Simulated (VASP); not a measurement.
Here is a VASP 6.6.1 calculation.

The input INCAR:

```
PREC = Accurate ; ENCUT = 520
EDIFF = 1E-6 ; ISMEAR = 0
SIGMA = 0.1 ; LREAL = False
LASPH = True ; NELM = 100
ALGO = Normal ; ISIF = 2
LWAVE = False ; LCHARG = False
LDIPOL = True ; IDIPOL = 3
DIPOL = 0.5 0.5 0.500 ; GGA = PE
IVDW = 12 ; NBANDS = 42
```

The input KPOINTS:

```
regular mesh
0
Gamma
  10 8 1
```

File POSCAR:

```
P
1.0
    3.3228293856      0.0000000000      0.0000000000
    0.0000000000      4.1648375045      0.0000000000
    0.0000000000      0.0000000000     27.3633915253
P
12
Direct
    0.0000000000      0.5718894424      0.2740888312
    0.5000000000      0.9281105576      0.2740888312
    0.5000000000      0.0718894424      0.3533493981
    0.0000000000      0.4281105576      0.3533493981
    0.5000000000      0.5718894424      0.4603697165
    0.0000000000      0.9281105576      0.4603697165
    0.0000000000      0.0718894424      0.5396302835
    0.5000000000      0.4281105576      0.5396302835
    0.0000000000      0.5718894424      0.6466506019
    0.5000000000      0.9281105576      0.6466506019
    0.5000000000      0.0718894424      0.7259111688
    0.0000000000      0.4281105576      0.7259111688
```

Potentials or basis: VASP PAW PBE potentials, release 64 (P).

Command:

```bash
$ cat potpaw_PBE.64/P/POTCAR > POTCAR
$ mpirun -np 1 vasp_std > vasp.out
```

Problem. Predict the largest force.

Solution. 0.150 eV/Å.

Problem. Predict the band gap on the k mesh.

Solution. 0.12 eV.

Problem. Estimate the dispersion energy per atom.

Solution. -0.350 eV.

Forces in eV/Å, atoms in the order of the input:
```
P    0.000  0.137  0.061
P    0.000 -0.137  0.061
P    0.000  0.038 -0.060
P    0.000 -0.038 -0.060
P    0.000  0.079  0.013
P    0.000 -0.079  0.013
P    0.000  0.079 -0.013
P    0.000 -0.079 -0.013
P    0.000  0.038  0.060
P    0.000 -0.038  0.060
P    0.000  0.137 -0.061
P    0.000 -0.137 -0.061
```
